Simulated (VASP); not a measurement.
# H2Pt4CSe8O2 in VASP: single point with PBE+D3(BJ)

Aim: the single point of H2Pt4CSe8O2 with PBE+D3(BJ).

All numbers are computed with VASP 6.6.1; they aren't measurements. Logs are shortened: lines on timing, memory, paths and dates and some standing lists are left out, and cuts for length are marked.

## Step 1: The cell of the first run

The cell holds a slab with vacuum, 17 atoms: a = 7.543 Å, b = 7.543 Å, c = 20.561 Å, α = 90.00°, β = 90.00°, γ = 120.00°.

## Step 2: Single point, PBE+D3(BJ)

File INCAR:

```
SYSTEM = H2Pt4CSe8O2
ALGO = Normal ; DIPOL = 0.5 0.5 0.516
EDIFF = 1E-6 ; ENCUT = 520
GGA = PE ; IDIPOL = 3
ISIF = 2 ; ISMEAR = 0
IVDW = 12 ; LASPH = .TRUE.
LCHARG = .TRUE. ; LDIPOL = .TRUE.
LELF = .TRUE. ; LREAL = Auto
LVACPOTAV = .TRUE. ; LVHAR = .TRUE.
LWAVE = .FALSE. ; NBANDS = 67
NELM = 60 ; PREC = Accurate
SIGMA = 0.1
```

File KPOINTS:

```
k-points
0
G
  3 3 1
  0 0 0
```

File POSCAR:

```
H2Pt4CSe8O2
1.0
    7.5434048785      0.0000000000      0.0000000000
   -3.7717024393      6.5327802559      0.0000000000
    0.0000000000      0.0000000000     20.5608116858
Se Pt O C H
8 4 2 1 2
Direct
    0.3333333333      0.1666666667      0.3890896975
    0.3333333333      0.6666666667      0.3890896975
    0.8333333333      0.1666666667      0.3890896975
    0.8333333333      0.6666666667      0.3890896975
    0.1671385801      0.3335737624      0.5136104976
    0.1672416310      0.8334757341      0.5143109839
    0.6663873540      0.3331990900      0.5145002286
    0.6660217711      0.8332198038      0.5145077625
   -0.0004112834     -0.0006131058      0.4518940832
   -0.0004324221      0.5005141915      0.4517890697
    0.4999981947     -0.0002093766      0.4516435986
    0.5005396100      0.5005125844      0.4516345951
    1.2718310826      1.2104358282      0.6647317058
    0.9533845638      0.9349775821      0.6509694372
    1.1142215340      1.0248660951      0.6800615021
    1.2319634619      1.2583436950      0.6254705606
    1.1536321978      0.9652450073      0.7236059027
```

Potentials or basis: VASP PAW PBE potentials, release 64 (Se, Pt, O, C, H).

Command:

```
cat potpaw_PBE.64/Se/POTCAR potpaw_PBE.64/Pt/POTCAR potpaw_PBE.64/O/POTCAR potpaw_PBE.64/C/POTCAR potpaw_PBE.64/H/POTCAR > POTCAR
mpirun -np 1 vasp_std > vasp.out
```

OUTCAR:

```text
SYSTEM = H2Pt4CSe8O2
   EDIFF = 1E-6
   ENCUT = 520
   GGA = PE
   ISIF = 2
   ISMEAR = 0
   IVDW = 12
   LASPH = .TRUE.
   LREAL = Auto
   NELM = 60
   PREC = Accurate
 IVDW          = 12

 ion  position               nearest neighbor table
   1  0.333  0.167  0.389-  11 2.53  12 2.53   9 2.53
   2  0.333  0.667  0.389-  11 2.53  12 2.53  10 2.53
   3  0.833  0.167  0.389-  11 2.53   9 2.53  10 2.53
   4  0.833  0.667  0.389-  10 2.53  12 2.53   9 2.53
   5  0.167  0.334  0.514-  12 2.52   9 2.53  10 2.53
   6  0.167  0.833  0.514-  10 2.53  11 2.53   9 2.53
   7  0.666  0.333  0.515-  10 2.53  12 2.53  11 2.53
   8  0.666  0.833  0.515-  11 2.53  12 2.53   9 2.53
   9  1.000  0.999  0.452-   5 2.53   4 2.53   6 2.53   8 2.53   3 2.53   1 2.53
  10  1.000  0.501  0.452-   4 2.53   6 2.53   5 2.53   7 2.53   2 2.53   3 2.53
  11  0.500  1.000  0.452-   6 2.53   2 2.53   8 2.53   3 2.53   1 2.53   7 2.53
  12  0.501  0.501  0.452-   5 2.52   4 2.53   8 2.53   2 2.53   7 2.53   1 2.53
  13  0.272  0.210  0.665-  16 0.99  15 1.34
  14  0.953  0.935  0.651-  15 1.21
  15  0.114  0.025  0.680-  17 1.11  14 1.21  13 1.34
  16  0.232  0.258  0.625-  13 0.99
  17  0.154  0.965  0.724-  15 1.11

  LATTYP: Found a hexagonal cell.
 ALAT       =     7.5434048785
 C/A-ratio  =     2.7256672573

  Lattice vectors:

 A1 = (   7.5434048785,   0.0000000000,   0.0000000000)
 A2 = (  -3.7717024393,   6.5327802559,   0.0000000000)
 A3 = (   0.0000000000,   0.0000000000,  20.5608116858)

Analysis of symmetry for initial positions (statically):
=====================================================================
 Subroutine PRICEL returns:
 Original cell was already a primitive cell.

 Routine SETGRP: Setting up the symmetry group for a
 hexagonal supercell.

 Subroutine GETGRP returns: Found  1 space group operations
 (whereof  1 operations were pure point group operations)
 out of a pool of 24 trial point group operations.

The static configuration has the point symmetry C_1 .

Analysis of symmetry for dynamics (positions and initial velocities):
=====================================================================
 Subroutine PRICEL returns:
 Original cell was already a primitive cell.

 Routine SETGRP: Setting up the symmetry group for a
 hexagonal supercell.

 Subroutine GETGRP returns: Found  1 space group operations
 (whereof  1 operations were pure point group operations)
 out of a pool of 24 trial point group operations.

The dynamic configuration has the point symmetry C_1 .

 Subroutine INISYM returns: Found  1 space group operations
 (whereof  1 operations are pure point group operations),
 and found     1 'primitive' translations

----------------------------------------------------------------------------------------

                                     Primitive cell

  volume of cell :    1013.2246

  direct lattice vectors                    reciprocal lattice vectors
     7.543404878  0.000000000  0.000000000     0.132566131  0.076537091  0.000000000
    -3.771702439  6.532780256  0.000000000     0.000000000  0.153074183  0.000000000
     0.000000000  0.000000000 20.560811686     0.000000000  0.000000000  0.048636212

  length of vectors
     7.543404878  7.543404879 20.560811686     0.153074183  0.153074183  0.048636212

  position of ions in fractional coordinates (direct lattice)
     0.333333333  0.166666667  0.389089697
     0.333333333  0.666666667  0.389089697
     0.833333333  0.166666667  0.389089697
     0.833333333  0.666666667  0.389089697
     0.167138580  0.333573762  0.513610498
     0.167241631  0.833475734  0.514310984
[... 9 lines left out ...]
     0.231963462  0.258343695  0.625470561
     0.153632198  0.965245007  0.723605903

  ion indices of the primitive-cell ions
   primitive index   ion index
                 1           1
                 2           2
                 3           3
                 4           4
                 5           5
                 6           6
[... 9 lines left out ...]
                16          16
                17          17

----------------------------------------------------------------------------------------

 KPOINTS: k-points

Automatic generation of k-mesh.
 Grid dimensions read from file:
 generate k-points for:    3    3    1

 Generating k-lattice:

  Cartesian coordinates                     Fractional coordinates (reciprocal lattice)
     0.044188710  0.025512364  0.000000000     0.333333333  0.000000000  0.000000000
     0.000000000  0.051024728  0.000000000     0.000000000  0.333333333  0.000000000
     0.000000000  0.000000000  0.048636212     0.000000000  0.000000000  1.000000000

  Length of vectors
     0.051024728  0.051024728  0.048636212

  Shift w.r.t. Gamma in fractional coordinates (k-lattice)
     0.000000000  0.000000000  0.000000000

 Subroutine IBZKPT returns following result:
 ===========================================

 Found      5 irreducible k-points:

 Following reciprocal coordinates:
            Coordinates               Weight
  0.000000  0.000000  0.000000      1.000000
  0.333333  0.000000  0.000000      2.000000
  0.000000  0.333333  0.000000      2.000000
 -0.333333  0.333333  0.000000      2.000000
  0.333333  0.333333  0.000000      2.000000
   k-points           NKPTS =      5   k-points in BZ     NKDIM =      5   number of bands    NBANDS=     67
   number of dos      NEDOS =    301   number of ions     NIONS =     17
   total plane-waves  NPLWV = 501760
   dimension x,y,z NGX =    56 NGY =   56 NGZ =  160
   dimension x,y,z NGXF=   112 NGYF=  112 NGZF=  320
   ions per type =               8   4   2   1   2
   NGX,Y,Z   is equivalent  to a cutoff of  12.34, 12.34, 12.94 a.u.
   NGXF,Y,Z  is equivalent  to a cutoff of  24.68, 24.68, 25.87 a.u.
 SYSTEM =  H2Pt4CSe8O2
   PREC   = accura    normal or accurate (medium, high low for compatibility)
   ISTART =      0    job   : 0-new  1-cont  2-samecut
   ICHARG =      2    charge: 1-file 2-atom 10-const
   ISPIN  =      1    spin polarized calculation?
   LNONCOLLINEAR =      F non collinear calculations
   LSORBIT =      F    spin-orbit coupling
   LASPH  =      T    aspherical Exc in radial PAW
   ENCUT  =  520.0 eV  38.22 Ry    6.18 a.u.  14.03 14.03 38.23*2*pi/ulx,y,z
   NELM   =     60;   NELMIN=  2; NELMDL= -5     # of ELM steps
   EDIFF  = 0.1E-05   stopping-criterion for ELM
   LREAL  =      T    real-space projection
   EDIFFG = 0.1E-04   stopping-criterion for IOM
   NSW    =      0    number of steps for IOM
   IBRION =     -1    ionic relax: 0-MD 1-quasi-New 2-CG
   NFREE  =      0    steps in history (QN), initial steepest desc. (CG)
   ISIF   =      2    stress and relaxation
   ISYM   =      2    0-nonsym 1-usesym 2-fastsym
   POTIM  = 0.5000    time-step for ionic-motion
   TEBEG  =    0.0;   TEEND  =   0.0 temperature during run
   PSTRESS=    0.0 pullay stress
   NELECT =     106.0000    total number of electrons
   NUPDOWN=      -1.0000    fix difference up-down
   EMIN   =  10.00;   EMAX   =-10.00  energy-range for DOS
   EFERMI =   0.00;   METHOD = LEGACY
   ISMEAR =     0;   SIGMA  =   0.10  broadening in eV -4-tet -1-fermi 0-gaus
   EFERMI_NEDOS =   21; number of points for ismear=-14 and -15
   IALGO  =     38    algorithm
   IMIX   =      4    mixing-type and parameters
     AMIX     =   0.40;   BMIX     =  1.00
     AMIX_MAG =   1.60;   BMIX_MAG =  1.00
  volume/ion in A,a.u.               =      59.60       402.21
  Fermi-wavevector in a.u.,A,eV,Ry     =   0.771392  1.457719  8.096078  0.595045
  Thomas-Fermi vector in A             =   1.872800
   LORBIT       =      0    0 simple, 1 ext, 2 COOP (PROOUT), +10 PAW based schemes
   GGA     = PE    functional components
   LHFCALC =     F    Hartree Fock is set to
   AEXX    =    0.0000 exact exchange contribution
   IVDW    =    12    specifies the selected vdW correction
   LEPSILON=     F    determine dielectric tensor
   LRPA    =     F    only Hartree local field effects (RPA)
 non-spin polarized calculation
 Gauss-broadening in eV      SIGMA  =   0.10
  energy-cutoff  :      520.00
  volume of cell :     1013.22
 maximum number of plane-waves:     27366
   NGX = 29   NGY = 29   NGZ = 77

 dipolmoment           0.000000      0.000000      0.011033 electrons x Angstroem

 number of electron     105.9999990 magnetization

 dipolmoment           0.000000      0.000000     -0.022897 electrons x Angstroem

 Free energy of the ion-electron system (eV)
  ---------------------------------------------------
  ext. energy  EPLUGINS =         0.00000000
  ---------------------------------------------------
  free energy    TOTEN  =       -87.12076506 eV

  energy without entropy =      -87.12076506  energy(sigma->0) =      -87.12076506

 E-fermi :  -2.3075     XC(G=0):  -3.6959

 val. band max:       -2.7916468640   @ k =   0.3333   0.3333   0.0000
 cond. band min:      -1.1926477357   @ k =  -0.3333   0.3333   0.0000
 fundamental gap:      1.5989991283
 Fermi energy:        -2.3075116934

 k-point     1 :       0.0000    0.0000    0.0000
  band No.  band energies     occupation
      1     -25.0988      2.00000
      2     -22.8980      2.00000
      3     -16.7564      2.00000
      4     -15.3877      2.00000
      5     -15.3058      2.00000
      6     -15.2825      2.00000
[... 57 lines left out ...]
     64       1.8620      0.00000
     65       1.9123      0.00000

 k-point     2 :       0.3333    0.0000    0.0000
  band No.  band energies     occupation
      1     -25.0988      2.00000
      2     -22.8981      2.00000
      3     -16.4811      2.00000
      4     -15.8148      2.00000
      5     -15.4354      2.00000
      6     -15.3565      2.00000
[... 57 lines left out ...]
     64       2.4872      0.00000
     65       2.6901      0.00000

 k-point     3 :       0.0000    0.3333    0.0000
  band No.  band energies     occupation
      1     -25.0988      2.00000
      2     -22.8981      2.00000
      3     -16.4811      2.00000
      4     -15.8155      2.00000
      5     -15.4316      2.00000
      6     -15.3591      2.00000
[... 57 lines left out ...]
     64       2.4450      0.00000
     65       2.6979      0.00000

 k-point     4 :      -0.3333    0.3333    0.0000
  band No.  band energies     occupation
      1     -25.0989      2.00000
      2     -22.8980      2.00000
      3     -16.4810      2.00000
      4     -15.8164      2.00000
      5     -15.4212      2.00000
      6     -15.3731      2.00000
[... 57 lines left out ...]
     64       2.4469      0.00000
     65       2.7097      0.00000

 k-point     5 :       0.3333    0.3333    0.0000
  band No.  band energies     occupation
      1     -25.0989      2.00000
      2     -22.8981      2.00000
      3     -16.0375      2.00000
      4     -16.0048      2.00000
      5     -15.9722      2.00000
      6     -15.1760      2.00000
[... 57 lines left out ...]
     64       3.2457      0.00000
     65       3.2727      0.00000
 [bands above 65 left out]

------------------------ aborting loop because EDIFF is reached ----------------------------------------

 Edisp (eV)   -3.76040

 E8    (eV) :    -1.6788

  FORCE on cell =-STRESS in cart. coord.  units (eV):
  Direction    XX          YY          ZZ          XY          YZ          ZX
  --------------------------------------------------------------------------------------
  -------------------------------------------------------------------------------------
  Total      -4.44294    -4.42136     0.03164     0.24164     0.02606     0.16970
  in kB      -7.02547    -6.99135     0.05003     0.38210     0.04121     0.26834
  external pressure =       -4.66 kB  Pullay stress =        0.00 kB

 VOLUME and BASIS-vectors are now :
 -----------------------------------------------------------------------------
  energy-cutoff  :      520.00
  volume of cell :     1013.22
      direct lattice vectors                 reciprocal lattice vectors
     7.543404878  0.000000000  0.000000000     0.132566131  0.076537091  0.000000000
    -3.771702439  6.532780256  0.000000000     0.000000000  0.153074183  0.000000000
     0.000000000  0.000000000 20.560811686     0.000000000  0.000000000  0.048636212

 POSITION                                       TOTAL-FORCE (eV/Angst)
 -----------------------------------------------------------------------------------
      1.88585      1.08880      8.00000        -0.007422     -0.025117     -0.047534
     -0.00000      4.35519      8.00000        -0.004880      0.025236     -0.025065
      5.65755      1.08880      8.00000        -0.001360     -0.014010     -0.005549
      3.77170      4.35519      8.00000         0.014736      0.013312      0.070935
      0.00265      2.17916     10.56025        -0.003183     -0.003570     -0.002841
     -1.88205      5.44491     10.57465        -0.000226      0.000164     -0.010855
[... 9 lines left out ...]
      0.77540      1.68770     12.86018        -0.005513      0.068091     -0.050681
     -2.48171      6.30573     14.87792        -0.010868      0.004317     -0.009575
 -----------------------------------------------------------------------------------
    total drift:                               -0.006829      0.001232     -0.067951

  FREE ENERGIE OF THE ION-ELECTRON SYSTEM (eV)
  ---------------------------------------------------
  free  energy   TOTEN  =       -90.8811606193 eV

  energy  without entropy=      -90.8811606193  energy(sigma->0) =      -90.88116062

 vacuum level on the upper side and lower side of the slab         2.828         2.912
```

It took 9.7 min on 1 thread of AMD EPYC 9R45 (Zen 5), shared host; peak memory 1.1 GiB.

What came out:

| Quantity | Value |
| --- | --- |
| Free energy | -90.8812 eV |
| Largest force | 0.453 eV/Å |
| Band gap on the k mesh | 1.60 eV (least direct gap 1.67 eV) |
| Dispersion energy per atom | -0.221 eV |

Forces in eV/Å, atoms in the order of the input:
```
Se  -0.007 -0.025 -0.048
Se  -0.005  0.025 -0.025
Se  -0.001 -0.014 -0.006
Se   0.015  0.013  0.071
Se  -0.003 -0.004 -0.003
Se   0.000  0.000 -0.011
Se  -0.002 -0.001 -0.011
Se   0.001  0.001 -0.010
Pt  -0.001 -0.001  0.007
Pt  -0.003  0.001  0.006
Pt   0.001 -0.001  0.005
Pt   0.004  0.003  0.006
O    0.054  0.115 -0.018
O   -0.325 -0.229 -0.216
C    0.289  0.044  0.313
H   -0.006  0.068 -0.051
H   -0.011  0.004 -0.010
```

Caveat: spin-orbit coupling is left out, which moves the levels of the heavy elements.
